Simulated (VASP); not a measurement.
# CoSi (Fm-3m) in VASP: further runs

The runs below take CoSi through single point, relaxation of cell and atoms, with PBE.

Program: VASP 6.6.1. These are calculated values, not measurements. Logs are shortened: lines on timing, memory, paths and dates and some standing lists are left out, and cuts for length are marked.

## Step 1: The cell of the first run

Symmetry: Fm-3m, No. 225, cubic system. Conventional cell: a = 4.662 Å, b = 4.662 Å, c = 4.662 Å, α = 90.00°, β = 90.00°, γ = 90.00°. Within 3.1 Å of Co (site symmetry m-3m) lie 6 Si at 2.33 Å. Within 3.1 Å of Si (site symmetry m-3m) lie 6 Co at 2.33 Å.

## Step 2: Single point, PBE

File INCAR:

```
ALGO     = Normal         # electronic algorithm
EDIFF    = 1E-6           # SCF threshold, eV
ENCUT    = 520            # plane-wave cutoff, eV
GGA      = PE             # functional
ISIF     = 2              # what is computed and relaxed
ISMEAR   = 0              # smearing method
LASPH    = True           # aspherical terms in the spheres
LCHARG   = True           # write CHGCAR
LELF     = True           # ELF
LREAL    = False          # projectors in reciprocal space
LVHAR    = True         
LWAVE    = False          # write WAVECAR
NBANDS   = 14             # bands
NELM     = 60             # most SCF steps
PREC     = Accurate       # precision mode
SIGMA    = 0.1            # smearing width, eV
```

File KPOINTS:

```
k-points
0
Gamma
  20 20 20
```

File POSCAR:

```
CoSi
1.0
    0.0000000000      2.3312160910      2.3312160910
    2.3312160910      0.0000000000      2.3312160910
    2.3312160910      2.3312160910      0.0000000000
Co Si
1 1
Direct
    0.0000000000      0.0000000000      0.0000000000
    0.5000000000      0.5000000000      0.5000000000
```

Potentials or basis: VASP PAW PBE potentials, release 64 (Co, Si).

The run is started by

```console
$ cat potpaw_PBE.64/Co/POTCAR potpaw_PBE.64/Si/POTCAR > POTCAR
$ mpirun -np 1 vasp_std > vasp.out
```

OUTCAR:

```text
EDIFF = 1E-6
   ENCUT = 520
   GGA = PE
   ISIF = 2
   ISMEAR = 0
   LASPH = True
   LREAL = False
   NELM = 60
   PREC = Accurate

 ion  position               nearest neighbor table
   1  0.000  0.000  0.000-   2 2.33   2 2.33   2 2.33   2 2.33   2 2.33   2 2.33
   2  0.500  0.500  0.500-   1 2.33   1 2.33   1 2.33   1 2.33   1 2.33   1 2.33

  LATTYP: Found a face centered cubic cell.
 ALAT       =     4.6624321820

  Lattice vectors:

 A1 = (   0.0000000000,   2.3312160910,   2.3312160910)
 A2 = (   2.3312160910,   0.0000000000,   2.3312160910)
 A3 = (   2.3312160910,   2.3312160910,   0.0000000000)

Analysis of symmetry for initial positions (statically):
=====================================================================
 Subroutine PRICEL returns:
 Original cell was already a primitive cell.

 Routine SETGRP: Setting up the symmetry group for a
 face centered cubic supercell.

 Subroutine GETGRP returns: Found 48 space group operations
 (whereof 48 operations were pure point group operations)
 out of a pool of 48 trial point group operations.

The static configuration has the point symmetry O_h .

Analysis of symmetry for dynamics (positions and initial velocities):
=====================================================================
 Subroutine PRICEL returns:
 Original cell was already a primitive cell.

 Routine SETGRP: Setting up the symmetry group for a
 face centered cubic supercell.

 Subroutine GETGRP returns: Found 48 space group operations
 (whereof 48 operations were pure point group operations)
 out of a pool of 48 trial point group operations.

The dynamic configuration has the point symmetry O_h .

 Subroutine INISYM returns: Found 48 space group operations
 (whereof 48 operations are pure point group operations),
 and found     1 'primitive' translations

----------------------------------------------------------------------------------------

                                     Primitive cell

  volume of cell :      25.3383

  direct lattice vectors                    reciprocal lattice vectors
     0.000000000  2.331216091  2.331216091    -0.214480332  0.214480332  0.214480332
     2.331216091  0.000000000  2.331216091     0.214480332 -0.214480332  0.214480332
     2.331216091  2.331216091  0.000000000     0.214480332  0.214480332 -0.214480332

  length of vectors
     3.296837413  3.296837413  3.296837413     0.371490831  0.371490831  0.371490831

  position of ions in fractional coordinates (direct lattice)
     0.000000000  0.000000000  0.000000000
     0.500000000  0.500000000  0.500000000

  ion indices of the primitive-cell ions
   primitive index   ion index
                 1           1
                 2           2

----------------------------------------------------------------------------------------

 KPOINTS: k-points

Automatic generation of k-mesh.
 Grid dimensions read from file:
 generate k-points for:   20   20   20

 Generating k-lattice:

  Cartesian coordinates                     Fractional coordinates (reciprocal lattice)
    -0.010724017  0.010724017  0.010724017     0.050000000  0.000000000  0.000000000
     0.010724017 -0.010724017  0.010724017     0.000000000  0.050000000  0.000000000
     0.010724017  0.010724017 -0.010724017     0.000000000  0.000000000  0.050000000

  Length of vectors
     0.018574542  0.018574542  0.018574542

  Shift w.r.t. Gamma in fractional coordinates (k-lattice)
     0.000000000  0.000000000  0.000000000

 Subroutine IBZKPT returns following result:
 ===========================================

 Found    256 irreducible k-points:

 Following reciprocal coordinates:
            Coordinates               Weight
  0.000000  0.000000  0.000000      1.000000
  0.050000  0.000000  0.000000      8.000000
  0.100000  0.000000  0.000000      8.000000
  0.150000  0.000000  0.000000      8.000000
  0.200000  0.000000  0.000000      8.000000
  0.250000  0.000000  0.000000      8.000000
[... 16 lines left out ...]
 -0.400000  0.050000  0.000000     24.000000
 -0.350000  0.050000  0.000000     24.000000
 [... further k-points ...]
   k-points           NKPTS =    256   k-points in BZ     NKDIM =    256   number of bands    NBANDS=     14
   number of dos      NEDOS =    301   number of ions     NIONS =      2
   total plane-waves  NPLWV =  21952
   dimension x,y,z NGX =    28 NGY =   28 NGZ =   28
   dimension x,y,z NGXF=    56 NGYF=   56 NGZF=   56
   ions per type =               1   1
   NGX,Y,Z   is equivalent  to a cutoff of  14.12, 14.12, 14.12 a.u.
   NGXF,Y,Z  is equivalent  to a cutoff of  28.24, 28.24, 28.24 a.u.
 SYSTEM =  unknown system
   PREC   = accura    normal or accurate (medium, high low for compatibility)
   ISTART =      0    job   : 0-new  1-cont  2-samecut
   ICHARG =      2    charge: 1-file 2-atom 10-const
   ISPIN  =      1    spin polarized calculation?
   LNONCOLLINEAR =      F non collinear calculations
   LSORBIT =      F    spin-orbit coupling
   LASPH  =      T    aspherical Exc in radial PAW
   ENCUT  =  520.0 eV  38.22 Ry    6.18 a.u.   6.13  6.13  6.13*2*pi/ulx,y,z
   NELM   =     60;   NELMIN=  2; NELMDL= -5     # of ELM steps
   EDIFF  = 0.1E-05   stopping-criterion for ELM
   LREAL  =      F    real-space projection
   EDIFFG = 0.1E-04   stopping-criterion for IOM
   NSW    =      0    number of steps for IOM
   IBRION =     -1    ionic relax: 0-MD 1-quasi-New 2-CG
   NFREE  =      0    steps in history (QN), initial steepest desc. (CG)
   ISIF   =      2    stress and relaxation
   ISYM   =      2    0-nonsym 1-usesym 2-fastsym
   POTIM  = 0.5000    time-step for ionic-motion
   TEBEG  =    0.0;   TEEND  =   0.0 temperature during run
   PSTRESS=    0.0 pullay stress
   NELECT =      13.0000    total number of electrons
   NUPDOWN=      -1.0000    fix difference up-down
   EMIN   =  10.00;   EMAX   =-10.00  energy-range for DOS
   EFERMI =   0.00;   METHOD = LEGACY
   ISMEAR =     0;   SIGMA  =   0.10  broadening in eV -4-tet -1-fermi 0-gaus
   EFERMI_NEDOS =   21; number of points for ismear=-14 and -15
   IALGO  =     38    algorithm
   IMIX   =      4    mixing-type and parameters
     AMIX     =   0.40;   BMIX     =  1.00
     AMIX_MAG =   1.60;   BMIX_MAG =  1.00
  volume/ion in A,a.u.               =      12.67        85.50
  Fermi-wavevector in a.u.,A,eV,Ry     =   1.310580  2.476636 23.369625  1.717619
  Thomas-Fermi vector in A             =   2.441100
   LORBIT       =      0    0 simple, 1 ext, 2 COOP (PROOUT), +10 PAW based schemes
   GGA     = PE    functional components
   LHFCALC =     F    Hartree Fock is set to
   AEXX    =    0.0000 exact exchange contribution
   IVDW    =     0    specifies the selected vdW correction
   LEPSILON=     F    determine dielectric tensor
   LRPA    =     F    only Hartree local field effects (RPA)
 non-spin polarized calculation
 Gauss-broadening in eV      SIGMA  =   0.10
  energy-cutoff  :      520.00
  volume of cell :       25.34
 maximum number of plane-waves:       701
 NGX is ok and might be reduce to    28
   NGX = 13   NGY = 13   NGZ = 13

 number of electron      12.9999997 magnetization

 Free energy of the ion-electron system (eV)
  ---------------------------------------------------
  ext. energy  EPLUGINS =         0.00000000
  ---------------------------------------------------
  free energy    TOTEN  =       -12.28615943 eV

  energy without entropy =      -12.27905070  energy(sigma->0) =      -12.28260506

 E-fermi :   9.8117     XC(G=0): -12.0332

 val. band max:        9.8073062625   @ k =   0.4500   0.2500   0.0000
 cond. band min:       9.8156390779   @ k =  -0.2500   0.4500   0.2000
 fundamental gap:      0.0083328154
 Fermi energy:         9.8117208610

 k-point     1 :       0.0000    0.0000    0.0000
  band No.  band energies     occupation
      1      -2.3578      2.00000
      2       7.9172      2.00000
      3       7.9172      2.00000
      4       7.9172      2.00000
      5       8.0033      2.00000
      6       8.0033      2.00000
      7      14.2036      0.00000
      8      14.2036      0.00000
      9      14.2036      0.00000
     10      20.5562      0.00000
     11      20.5562      0.00000
     12      20.5562      0.00000
     13      21.8081      0.00000
     14      23.5703      0.00000

 k-point     2 :       0.0500    0.0000    0.0000
  band No.  band energies     occupation
      1      -2.3069      2.00000
      2       7.8793      2.00000
      3       7.9201      2.00000
      4       7.9201      2.00000
      5       7.9873      2.00000
      6       7.9873      2.00000
      7      13.9638      0.00000
      8      14.2423      0.00000
      9      14.2423      0.00000
     10      20.1615      0.00000
     11      20.5903      0.00000
     12      20.5903      0.00000
     13      22.3647      0.00000
     14      23.7366      0.00000

 k-point     3 :       0.1000    0.0000    0.0000
  band No.  band energies     occupation
      1      -2.1544      2.00000
      2       7.7613      2.00000
      3       7.8513      2.00000
      4       7.8513      2.00000
      5       8.0217      2.00000
      6       8.0217      2.00000
      7      13.3364      0.00000
      8      14.3523      0.00000
      9      14.3523      0.00000
     10      19.5785      0.00000
     11      20.6599      0.00000
     12      20.6599      0.00000
     13      23.2023      0.00000
     14      23.4012      0.00000

 k-point     4 :       0.1500    0.0000    0.0000
  band No.  band energies     occupation
      1      -1.9017      2.00000
      2       7.5476      2.00000
      3       7.7142      2.00000
      4       7.7142      2.00000
      5       8.1148      2.00000
      6       8.1148      2.00000
      7      12.5120      0.00000
      8      14.5177      0.00000
      9      14.5177      0.00000
     10      19.0307      0.00000
     11      20.6186      0.00000
     12      20.6186      0.00000
     13      22.7356      0.00000
     14      22.7356      0.00000

 k-point     5 :       0.2000    0.0000    0.0000
  band No.  band energies     occupation
      1      -1.5511      2.00000
      2       7.2105      2.00000
      3       7.5481      2.00000
      4       7.5481      2.00000
      5       8.2408      2.00000
      6       8.2408      2.00000
      7      11.6670      0.00000
      8      14.7205      0.00000
      9      14.7205      0.00000
     10      18.5166      0.00000
     11      20.2253      0.00000
[... 276 lines left out ...]
 k-point    22 :      -0.4500    0.0500    0.0000
  band No.  band energies     occupation
      1       1.6211      2.00000
      2       3.4433      2.00000
      3       6.8652      2.00000
      4       6.8964      2.00000
      5       8.8988      2.00000
      6       8.9274      2.00000
      7       9.6003      1.99721
      8      15.1292      0.00000
      9      15.9636      0.00000
     10      16.7377      0.00000
     11      17.1115      0.00000
     12      17.8128      0.00000
     13      24.3845      0.00000
     14      25.4741      0.00000

 k-point    23 :      -0.4000    0.0500    0.0000
  band No.  band energies     occupation
      1       0.9816      2.00000
      2       4.1775      2.00000
      3       6.9256      2.00000
      4       6.9363      2.00000
      5       8.8167      2.00000
      6       8.8805      2.00000
      7       9.6996      1.88730
      8      14.8247      0.00000
      9      16.3388      0.00000
     10      16.9333      0.00000
     11      16.9465      0.00000
     12      18.1572      0.00000
     13      24.4113      0.00000
     14      24.7770      0.00000

 k-point    24 :      -0.3500    0.0500    0.0000
  band No.  band energies     occupation
      1       0.2981      2.00000
      2       5.0144      2.00000
      3       7.0178      2.00000
      4       7.0255      2.00000
      5       8.6941      2.00000
      6       8.7830      2.00000
      7       9.9017      0.20310
      8      14.5748      0.00000
      9      16.2370      0.00000
     10      17.2389      0.00000
     11      17.3552      0.00000
     12      18.5889      0.00000
     13      23.9716      0.00000
     14      24.4436      0.00000

 [... further k-points ...]

------------------------ aborting loop because EDIFF is reached ----------------------------------------

  FORCE on cell =-STRESS in cart. coord.  units (eV):
  Direction    XX          YY          ZZ          XY          YZ          ZX
  --------------------------------------------------------------------------------------
  -------------------------------------------------------------------------------------
  Total       -0.0041284     -0.0041284     -0.0041284     -0.0000000      0.0000000      0.0000000
  in kB       -0.2610425     -0.2610425     -0.2610425     -0.0000000      0.0000000      0.0000000
  external PRESSURE =      -0.2610425 kB  Pullay stress =       0.0000000 kB

 VOLUME and BASIS-vectors are now :
 -----------------------------------------------------------------------------
  energy-cutoff  :      520.00
  volume of cell :       25.34
      direct lattice vectors                 reciprocal lattice vectors
     0.000000000  2.331216091  2.331216091    -0.214480332  0.214480332  0.214480332
     2.331216091  0.000000000  2.331216091     0.214480332 -0.214480332  0.214480332
     2.331216091  2.331216091  0.000000000     0.214480332  0.214480332 -0.214480332

 POSITION                                       TOTAL-FORCE (eV/Angst)
 -----------------------------------------------------------------------------------
      0.00000      0.00000      0.00000         0.000000      0.000000     -0.000000
      2.33122      2.33122      2.33122         0.000000      0.000000      0.000000
 -----------------------------------------------------------------------------------
    total drift:                               -0.000000      0.000000      0.000000

  FREE ENERGIE OF THE ION-ELECTRON SYSTEM (eV)
  ---------------------------------------------------
  free  energy   TOTEN  =       -12.2861594310 eV

  energy  without entropy=      -12.2790506974  energy(sigma->0) =      -12.28260506
```

Wall time 88 s (1 thread of Intel Xeon Platinum 8375C at 2.90GHz (Ice Lake), shared host); peak memory 0.23 GiB.

Results:

```
Free energy            : -12.2862 eV
Pressure               : 0.0 GPa
Band gap on the k mesh : zero (an odd number of electrons rules out a gap without spin polarisation)
```

Levels at points of the mesh, in eV from the Fermi level:
```
           k point  band 3  band 4  band 5  band 6  band 7  band 8  band 9  band 10
(0.00, 0.00, 0.00)   -1.89   -1.89   -1.81   -1.81    4.39    4.39    4.39    10.74
(0.50, 0.00, 0.00)   -2.93   -2.93   -0.89   -0.89   -0.22    6.55    6.55     6.79
(0.50, 0.50, 0.00)   -3.04   -1.36   -0.65   -0.65    0.05    0.05    0.26     4.84
```

Caveat: the run has no spin polarisation, though such a crystal can be magnetic.

(Continued in part 2 of 2.)
